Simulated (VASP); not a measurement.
A run of VASP 6.6.1:

POSCAR

```
Ba2CaMoO6
1.0
    0.0000000000      4.2989369851      4.2989369851
    4.2989369851      0.0000000000      4.2989369851
    4.2989369851      4.2989369851      0.0000000000
Ba Ca Mo O
2 1 1 6
Direct
    0.2500000000      0.2500000000      0.2500000000
    0.7500000000      0.7500000000      0.7500000000
    0.0000000000      0.0000000000      0.0000000000
    0.5000000000      0.5000000000      0.5000000000
    0.7281400000      0.2718600000      0.2718600000
    0.2718600000      0.7281400000      0.2718600000
    0.2718600000      0.7281400000      0.7281400000
    0.7281400000      0.2718600000      0.7281400000
    0.2718600000      0.2718600000      0.7281400000
    0.7281400000      0.7281400000      0.2718600000
```

Contents of INCAR.step1:

```
SYSTEM = Ba2CaMoO6
PREC = Accurate
ENCUT = 520
ISMEAR = 0
SIGMA = 0.01
LREAL = .False.
LASPH = .True.
NELM = 60
NBANDS = 51
GGA = PE
ALGO = Normal
EDIFF = 1E-4
LWAVE = .True.
LCHARG = .False.
```

INCAR.step2

```
SYSTEM = Ba2CaMoO6
PREC = Accurate
ENCUT = 520
EDIFF = 1E-7
ISMEAR = 0
SIGMA = 0.01
LREAL = .False.
LASPH = .True.
NELM = 60
ALGO = Normal
ISIF = 2
LWAVE = .False.
LCHARG = .False.
METAGGA = R2SCAN
LMIXTAU = .True.
NBANDS = 51
ISTART = 1
```

The input KPOINTS:

```
Automatic mesh
0
Gamma
  5 5 5
  0 0 0
```

Potentials or basis: VASP PAW PBE potentials, release 64 (Ba_sv, Ca_sv, Mo_sv, O).

Command:

```bash
$ cat potpaw_PBE.64/Ba_sv/POTCAR potpaw_PBE.64/Ca_sv/POTCAR potpaw_PBE.64/Mo_sv/POTCAR potpaw_PBE.64/O/POTCAR > POTCAR
$ cp INCAR.step1 INCAR
$ mpirun -np 1 vasp_std > vasp.out
$ cp INCAR.step2 INCAR
$ mpirun -np 1 vasp_std > vasp.out
```

Hardware: 1 thread of Oxide Virtual Turin-like Processor, with other jobs on the host.

Q: Estimate the wall time of this run.

A: It took 10 min on 1 thread of Oxide Virtual Turin-like Processor, with other jobs on the host, peak memory 0.38 GiB. Counts: k points 10.
